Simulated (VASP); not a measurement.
# PbO: relaxation of cell and atoms with PBE+D3(BJ)

The system is PbO.

```
Pb O
1.0
     3.99617    0.00000    0.00000
     0.00000    3.99617    0.00000
     0.00000    0.00000    4.94821
Pb O
2 2
Cartesian
  0.0000 1.9981 1.1762
  1.9981 0.0000 3.7720
  0.0000 0.0000 0.0000
  1.9981 1.9981 0.0000
```

- Program: VASP 6.6.1
- Task: relaxation of cell and atoms
- Functional: PBE
- Dispersion: D3(BJ)
- Potentials or basis: VASP PAW PBE potentials, release 64 (Pb_d, O)
- Cutoff: 600 eV
- k mesh: 8 × 8 × 6
- Occupations: gaussian, width 0.02 eV
- Spin: no spin polarisation
- Target pressure: 3 GPa
- Dipole correction: no
- Further INCAR settings: ALGO = Normal; EDIFF = 1e-06; IBRION = 2; EDIFFG = -0.008; NSW = 70; ISIF = 3

* Relaxed volume: 18.37 Å³/atom
* Relaxed cell: a = 4.014 Å, b = 4.014 Å, c = 4.561 Å, α = 90.00°, β = 90.00°, γ = 90.00°
* Space group after relaxing (to 0.05 Å): P4/nmm (No. 129)
* Energy change on relaxing (the enthalpy is what falls): +10.7 meV/atom
* Ionic steps: 13
* Pressure after relaxing: 3.0 GPa
* Band gap on the k mesh: 0.95 eV, indirect (least direct gap 1.87 eV)
* Dispersion energy per atom: -0.259 eV

The path:
```
step  energy change (eV)  largest force (eV/Å)  pressure (GPa)  volume (Å³)
   1              0.0000                0.4084            2.39        79.02
   2             -0.0008                0.2342            2.25        78.16
   3              0.0217                0.2034            2.05        76.09
   4              0.0414                0.0394            3.42        74.58
   5              0.0480                0.0039            3.77        74.20
   6              0.0405                0.0031            3.49        74.16
   7              0.0339                0.0014            2.79        73.98
   8              0.0342                0.0006            2.72        73.96
   9              0.0343                0.0019            2.69        73.95
  10              0.0429                0.0691            3.20        73.48
  11              0.0393                0.0417            2.99        73.67
  12              0.0411                0.0188            3.00        73.57
  13              0.0427                0.0014            3.01        73.48
```

Final structure:
```
Pb O
1.0
     4.01371    0.00000    0.00000
     0.00000    4.01371    0.00000
     0.00000    0.00000    4.56120
Pb O
2 2
Cartesian
  0.0000 2.0069 1.1785
  2.0069 0.0000 3.3827
  0.0000 0.0000 0.0000
  2.0069 2.0069 0.0000
```

Levels at points of the mesh, in eV from the valence-band top:
```tsv
k point	band 17	band 18	band 19	band 20	band 21	band 22	band 23	band 24
(0.00, 0.00, 0.00)	-1.55	-1.55	-1.54	-0.06	3.01	5.40	5.40	6.62
(0.50, 0.00, 0.00)	-2.90	-2.90	-1.49	-1.49	3.87	3.87	6.62	6.62
(0.50, 0.50, 0.00)	-1.35	-1.35	-0.92	-0.92	0.95	0.95	5.73	5.73
(0.00, 0.00, 0.50)	-1.63	-1.58	-1.58	-0.53	2.11	3.59	3.59	3.82
(0.50, 0.00, 0.50)	-2.81	-2.81	-0.75	-0.75	3.54	3.54	6.05	6.05
(0.50, 0.50, 0.50)	-2.38	-2.38	-0.93	-0.93	3.63	3.63	5.75	5.75
```

It took 20 min on 1 thread of Oxide Virtual Turin-like Processor, with other jobs on the host, peak memory 0.26 GiB.

Caveat: the cell is relaxed towards a set pressure, so the enthalpy falls and the energy may rise; spin-orbit coupling is left out, which moves the levels of the heavy elements. As with any semilocal functional, this PBE gap is likely too small.
